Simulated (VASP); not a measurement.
# Nb2GeSb4 (P1) in VASP: single point with PBEsol

Aim: the single point of Nb2GeSb4 with PBEsol.

Everything below comes from runs of VASP 6.6.1. Logs are shortened: lines on timing, memory, paths and dates and some standing lists are left out, and cuts for length are marked.

### Step 1. The cell of the first run

The typed cell holds 7 atoms: a = 5.186 Å, b = 7.160 Å, c = 6.864 Å, α = 116.43°, β = 96.00°, γ = 124.65°.

### Step 2. Single point, PBEsol

INCAR

```
PREC = Accurate ; ENCUT = 520
EDIFF = 1E-6 ; ISMEAR = -1
SIGMA = 0.05 ; LREAL = False
LASPH = True ; NELM = 80
ALGO = Normal ; ISIF = 2
LWAVE = False ; LCHARG = False
GGA = PS ; NBANDS = 39
```

KPOINTS

```
regular mesh
0
Gamma
  4 4 4
```

POSCAR

```
Nb2GeSb4
1.0
   -3.5003838510      3.3187248450      1.9043433103
    3.8169108819     -4.5982599639      3.9429339958
    3.5627205486      4.6729225546     -3.5478282900
Nb Ge Sb
2 1 4
Direct
    0.5125248152      0.5829355837      0.0899103707
    0.2660092092      0.7718868358      0.4628779801
    0.0560726067      0.0269924994      0.0374658934
    0.1240733933      0.1307348874      0.5399717669
    0.6343025096      0.5913284949      0.5024184311
    0.3397457427      0.7999366429      0.8992203342
    0.8041438208      0.3403334840     -0.0592343023
```

Potentials or basis: VASP PAW PBE potentials, release 64 (Nb_sv, Ge_d, Sb).

On the command line:

```
cat potpaw_PBE.64/Nb_sv/POTCAR potpaw_PBE.64/Ge_d/POTCAR potpaw_PBE.64/Sb/POTCAR > POTCAR
mpirun -np 1 vasp_std > vasp.out
```

OUTCAR:

```text
PREC = Accurate
   ENCUT = 520
   EDIFF = 1E-6
   ISMEAR = -1
   LREAL = False
   LASPH = True
   NELM = 80
   ISIF = 2
   GGA = PS

 ion  position               nearest neighbor table
   1  0.513  0.583  0.090-   5 2.80   7 2.82   4 2.83   6 2.84   7 2.84   4 2.98
   2  0.266  0.772  0.463-   7 2.84   5 2.86   6 2.88   7 2.90   5 2.90   4 2.91
   3  0.056  0.027  0.037-   6 2.71   5 2.87   5 2.89   6 2.89   4 3.12
   4  0.124  0.131  0.540-   1 2.83   2 2.91   1 2.98   5 2.99   5 3.04   3 3.12   7 3.25   7 3.56
                             6 3.62
   5  0.634  0.591  0.502-   1 2.80   2 2.86   3 2.87   3 2.89   2 2.90   4 2.99   4 3.04   6 3.33
                             6 3.44
   6  0.340  0.800  0.899-   3 2.71   1 2.84   2 2.88   3 2.89   7 3.02   7 3.04   5 3.33   5 3.44
                             4 3.62
   7  0.804  0.340  0.941-   1 2.82   2 2.84   1 2.84   2 2.90   6 3.02   6 3.04   4 3.25   4 3.56

  LATTYP: Found a triclinic cell.
 ALAT       =     7.1595762354
 B/A-ratio  =     1.3942837191
 C/A-ratio  =     0.9587339931
 COS(alpha) =     0.0052234640
 COS(beta)  =     0.4451706174
 COS(gamma) =     0.8329214608

  Lattice vectors:

 A1 = (   3.8169108819,  -4.5982599639,   3.9429339958)
 A2 = (   7.6961584614,  -1.2048725282,   6.2423830119)
 A3 = (  -3.5627205486,  -4.6729225546,   3.5478282900)

Analysis of symmetry for initial positions (statically):
=====================================================================
 Subroutine PRICEL returns:
 Original cell was already a primitive cell.

 Routine SETGRP: Setting up the symmetry group for a
 triclinic supercell.

 Subroutine GETGRP returns: Found  1 space group operations
 (whereof  1 operations were pure point group operations)
 out of a pool of  2 trial point group operations.

The static configuration has the point symmetry C_1 .

Analysis of symmetry for dynamics (positions and initial velocities):
=====================================================================
 Subroutine PRICEL returns:
 Original cell was already a primitive cell.

 Routine SETGRP: Setting up the symmetry group for a
 triclinic supercell.

 Subroutine GETGRP returns: Found  1 space group operations
 (whereof  1 operations were pure point group operations)
 out of a pool of  2 trial point group operations.

The dynamic configuration has the point symmetry C_1 .

 Subroutine INISYM returns: Found  1 space group operations
 (whereof  1 operations are pure point group operations),
 and found     1 'primitive' translations

----------------------------------------------------------------------------------------

                                     Primitive cell

  volume of cell :     164.1150

  direct lattice vectors                    reciprocal lattice vectors
    -3.500383851  3.318724845  1.904343310    -0.012864081  0.168109673  0.208502863
     3.816910882 -4.598259964  3.942933996     0.125967258  0.034330307  0.171713216
     3.562720549  4.672922555 -3.547828290     0.133090702  0.128388588  0.020890219

  length of vectors
     5.185860116  7.159576235  6.864129113     0.268141363  0.215712190  0.186099881

  position of ions in fractional coordinates (direct lattice)
     0.512524815  0.582935584  0.089910371
     0.266009209  0.771886836  0.462877980
     0.056072607  0.026992499  0.037465893
     0.124073393  0.130734887  0.539971767
     0.634302510  0.591328495  0.502418431
     0.339745743  0.799936643  0.899220334
     0.804143821  0.340333484  0.940765698

  ion indices of the primitive-cell ions
   primitive index   ion index
                 1           1
                 2           2
                 3           3
                 4           4
                 5           5
                 6           6
                 7           7

----------------------------------------------------------------------------------------

 KPOINTS: regular mesh

Automatic generation of k-mesh.
 Grid dimensions read from file:
 generate k-points for:    4    4    4

 Generating k-lattice:

  Cartesian coordinates                     Fractional coordinates (reciprocal lattice)
    -0.003216020  0.042027418  0.052125716     0.250000000  0.000000000  0.000000000
     0.031491815  0.008582577  0.042928304     0.000000000  0.250000000  0.000000000
     0.033272676  0.032097147  0.005222555     0.000000000 -0.000000000  0.250000000

  Length of vectors
     0.067035341  0.053928047  0.046524970

  Shift w.r.t. Gamma in fractional coordinates (k-lattice)
     0.000000000  0.000000000  0.000000000

 Subroutine IBZKPT returns following result:
 ===========================================

 Found     36 irreducible k-points:

 Following reciprocal coordinates:
            Coordinates               Weight
  0.000000  0.000000  0.000000      1.000000
  0.250000  0.000000  0.000000      2.000000
  0.500000  0.000000  0.000000      1.000000
 -0.000000  0.250000  0.000000      2.000000
  0.250000  0.250000  0.000000      2.000000
  0.500000  0.250000  0.000000      2.000000
[... 16 lines left out ...]
  0.000000 -0.250000  0.250000      2.000000
  0.250000 -0.250000  0.250000      2.000000
 [... further k-points ...]
   k-points           NKPTS =     36   k-points in BZ     NKDIM =     36   number of bands    NBANDS=     39
   number of dos      NEDOS =    301   number of ions     NIONS =      7
   total plane-waves  NPLWV = 116640
   dimension x,y,z NGX =    40 NGY =   54 NGZ =   54
   dimension x,y,z NGXF=    80 NGYF=  108 NGZF=  108
   ions per type =               2   1   4
   NGX,Y,Z   is equivalent  to a cutoff of  12.82, 12.54, 13.08 a.u.
   NGXF,Y,Z  is equivalent  to a cutoff of  25.65, 25.08, 26.16 a.u.
 SYSTEM =  unknown system
   PREC   = accura    normal or accurate (medium, high low for compatibility)
   ISTART =      0    job   : 0-new  1-cont  2-samecut
   ICHARG =      2    charge: 1-file 2-atom 10-const
   ISPIN  =      1    spin polarized calculation?
   LNONCOLLINEAR =      F non collinear calculations
   LSORBIT =      F    spin-orbit coupling
   LASPH  =      T    aspherical Exc in radial PAW
   ENCUT  =  520.0 eV  38.22 Ry    6.18 a.u.   9.64 13.31 12.76*2*pi/ulx,y,z
   NELM   =     80;   NELMIN=  2; NELMDL= -5     # of ELM steps
   EDIFF  = 0.1E-05   stopping-criterion for ELM
   LREAL  =      F    real-space projection
   EDIFFG = 0.1E-04   stopping-criterion for IOM
   NSW    =      0    number of steps for IOM
   IBRION =     -1    ionic relax: 0-MD 1-quasi-New 2-CG
   NFREE  =      0    steps in history (QN), initial steepest desc. (CG)
   ISIF   =      2    stress and relaxation
   ISYM   =      2    0-nonsym 1-usesym 2-fastsym
   POTIM  = 0.5000    time-step for ionic-motion
   TEBEG  =    0.0;   TEEND  =   0.0 temperature during run
   PSTRESS=    0.0 pullay stress
   NELECT =      60.0000    total number of electrons
   NUPDOWN=      -1.0000    fix difference up-down
   EMIN   =  10.00;   EMAX   =-10.00  energy-range for DOS
   EFERMI =   0.00;   METHOD = LEGACY
   ISMEAR =    -1;   SIGMA  =   0.05  broadening in eV -4-tet -1-fermi 0-gaus
   EFERMI_NEDOS =   21; number of points for ismear=-14 and -15
   IALGO  =     38    algorithm
   IMIX   =      4    mixing-type and parameters
     AMIX     =   0.40;   BMIX     =  1.00
     AMIX_MAG =   1.60;   BMIX_MAG =  1.00
  volume/ion in A,a.u.               =      23.44       158.21
  Fermi-wavevector in a.u.,A,eV,Ry     =   1.170602  2.212117 18.644178  1.370308
  Thomas-Fermi vector in A             =   2.307058
   LORBIT       =      0    0 simple, 1 ext, 2 COOP (PROOUT), +10 PAW based schemes
   GGA     = PS    functional components
   LHFCALC =     F    Hartree Fock is set to
   AEXX    =    0.0000 exact exchange contribution
   IVDW    =     0    specifies the selected vdW correction
   LEPSILON=     F    determine dielectric tensor
   LRPA    =     F    only Hartree local field effects (RPA)
 non-spin polarized calculation
  energy-cutoff  :      520.00
  volume of cell :      164.11
 maximum number of plane-waves:      4444
 NGX is ok and might be reduce to    40
   NGX = 19   NGY = 27   NGZ = 25

 number of electron      59.9999999 magnetization

 Free energy of the ion-electron system (eV)
  ---------------------------------------------------
  ext. energy  EPLUGINS =         0.00000000
  ---------------------------------------------------
  free energy    TOTEN  =       -43.97264227 eV

  energy without entropy =      -43.93283232  energy(sigma->0) =      -43.95273729

 E-fermi :   8.6888     XC(G=0): -10.7991

 val. band max:        8.6833031137   @ k =   0.2500   0.5000   0.5000
 cond. band min:       8.7028173382   @ k =   0.5000   0.2500   0.2500
 fundamental gap:      0.0195142244
 Fermi energy:         8.6887694985

 k-point     1 :       0.0000    0.0000    0.0000
  band No.  band energies     occupation
      1     -46.3593      2.00000
      2     -46.3308      2.00000
      3     -22.5634      2.00000
      4     -22.5284      2.00000
      5     -22.5036      2.00000
      6     -22.4941      2.00000
[... 31 lines left out ...]
     38      11.7494      0.00000
     39      11.9833      0.00000

 k-point     2 :       0.2500    0.0000    0.0000
  band No.  band energies     occupation
      1     -46.3577      2.00000
      2     -46.3326      2.00000
      3     -22.5656      2.00000
      4     -22.5385      2.00000
      5     -22.5138      2.00000
      6     -22.4861      2.00000
[... 31 lines left out ...]
     38      11.7297      0.00000
     39      12.2039      0.00000

 k-point     3 :       0.5000    0.0000    0.0000
  band No.  band energies     occupation
      1     -46.3557      2.00000
      2     -46.3345      2.00000
      3     -22.5691      2.00000
      4     -22.5480      2.00000
      5     -22.5188      2.00000
      6     -22.4838      2.00000
[... 31 lines left out ...]
     38      10.9801      0.00000
     39      11.4325      0.00000

 k-point     4 :      -0.0000    0.2500    0.0000
  band No.  band energies     occupation
      1     -46.3593      2.00000
      2     -46.3309      2.00000
      3     -22.5641      2.00000
      4     -22.5275      2.00000
      5     -22.5040      2.00000
      6     -22.4930      2.00000
[... 31 lines left out ...]
     38      11.7750      0.00000
     39      12.0759      0.00000
[... 754 lines left out ...]
     38      11.6716      0.00000
     39      11.9382      0.00000

 k-point    23 :       0.0000   -0.2500    0.2500
  band No.  band energies     occupation
      1     -46.3593      2.00000
      2     -46.3308      2.00000
      3     -22.5636      2.00000
      4     -22.5284      2.00000
      5     -22.5036      2.00000
      6     -22.4941      2.00000
[... 31 lines left out ...]
     38      11.4799      0.00000
     39      12.0376      0.00000

 k-point    24 :       0.2500   -0.2500    0.2500
  band No.  band energies     occupation
      1     -46.3577      2.00000
      2     -46.3326      2.00000
      3     -22.5652      2.00000
      4     -22.5386      2.00000
      5     -22.5135      2.00000
      6     -22.4859      2.00000
[... 31 lines left out ...]
     38      11.8498      0.00000
     39      12.2234      0.00000

 [... further k-points ...]

------------------------ aborting loop because EDIFF is reached ----------------------------------------

  FORCE on cell =-STRESS in cart. coord.  units (eV):
  Direction    XX          YY          ZZ          XY          YZ          ZX
  --------------------------------------------------------------------------------------
  -------------------------------------------------------------------------------------
  Total       -0.0117139      0.0181283      0.0622976     -0.0227634     -0.0007120      0.0130925
  in kB       -0.1143576      0.1769782      0.6081823     -0.2222281     -0.0069508      0.1278160
  external PRESSURE =       0.2236010 kB  Pullay stress =       0.0000000 kB

 VOLUME and BASIS-vectors are now :
 -----------------------------------------------------------------------------
  energy-cutoff  :      520.00
  volume of cell :      164.11
      direct lattice vectors                 reciprocal lattice vectors
    -3.500383851  3.318724845  1.904343310    -0.012864081  0.168109673  0.208502863
     3.816910882 -4.598259964  3.942933996     0.125967258  0.034330307  0.171713216
     3.562720549  4.672922555 -3.547828290     0.133090702  0.128388588  0.020890219

 POSITION                                       TOTAL-FORCE (eV/Angst)
 -----------------------------------------------------------------------------------
      0.75131     -0.55942      2.95551         0.000338     -0.005511      0.004752
      3.66419     -0.50353      1.90786        -0.003986      0.001280      0.000543
      0.04023      0.23705      0.08029         0.001249      0.003843     -0.006398
      1.98847      2.33386     -1.16397         0.003437      0.001320     -0.002265
      1.82672      1.73376      1.75700         0.004069      0.002482      0.006429
      5.06772      1.65119      0.61081        -0.005175     -0.001209     -0.008612
      1.83590      5.49992     -0.46440         0.000068     -0.002205      0.005551
 -----------------------------------------------------------------------------------
    total drift:                                0.000328     -0.000377      0.003272

  FREE ENERGIE OF THE ION-ELECTRON SYSTEM (eV)
  ---------------------------------------------------
  free  energy   TOTEN  =       -43.9726422695 eV

  energy  without entropy=      -43.9328323192  energy(sigma->0) =      -43.95273729
```

Wall time 4.2 min (1 thread of AMD EPYC 7R13 (Zen 3), shared host); peak memory 0.42 GiB.

What came out:

| Quantity | Value |
| --- | --- |
| Free energy | -43.9726 eV |
| Pressure | 0.0 GPa |
| Largest force | 0.010 eV/Å |
| Band gap on the k mesh | zero (bands 30 and 31 overlap by 0.46 eV) |

Forces in eV/Å, atoms in the order of the input:
```
Nb   0.000 -0.006  0.005
Nb  -0.004  0.001  0.001
Ge   0.001  0.004 -0.006
Sb   0.003  0.001 -0.002
Sb   0.004  0.002  0.006
Sb  -0.005 -0.001 -0.009
Sb   0.000 -0.002  0.006
```

Levels at points of the mesh, in eV from the Fermi level:
```csv
k point,band 27,band 28,band 29,band 30,band 31,band 32,band 33,band 34
"(0.00, 0.00, 0.00)",-1.28,-1.02,-0.80,-0.60,0.33,0.63,1.03,1.25
"(0.50, 0.00, 0.00)",-0.97,-0.75,-0.39,-0.08,0.55,0.79,1.16,1.45
"(0.00, 0.50, 0.00)",-1.52,-1.12,-0.53,-0.42,0.13,0.47,0.79,1.01
"(0.50, 0.50, 0.00)",-1.35,-0.80,-0.37,0.13,0.28,0.77,1.00,1.06
"(0.00, 0.00, 0.50)",-1.24,-1.12,-0.72,-0.24,0.37,0.70,1.13,1.33
"(0.50, 0.00, 0.50)",-1.42,-1.03,-0.84,-0.28,0.12,0.74,0.94,1.10
"(0.00, 0.50, 0.50)",-1.57,-1.34,-0.79,-0.49,-0.33,0.10,0.83,1.43
"(0.50, 0.50, 0.50)",-1.14,-0.65,-0.39,0.07,0.21,0.71,1.20,1.44
```

Caveat: the PAW data sets were made with another functional, which shifts forces and pressure a little; spin-orbit coupling is left out, which moves the levels of the heavy elements.
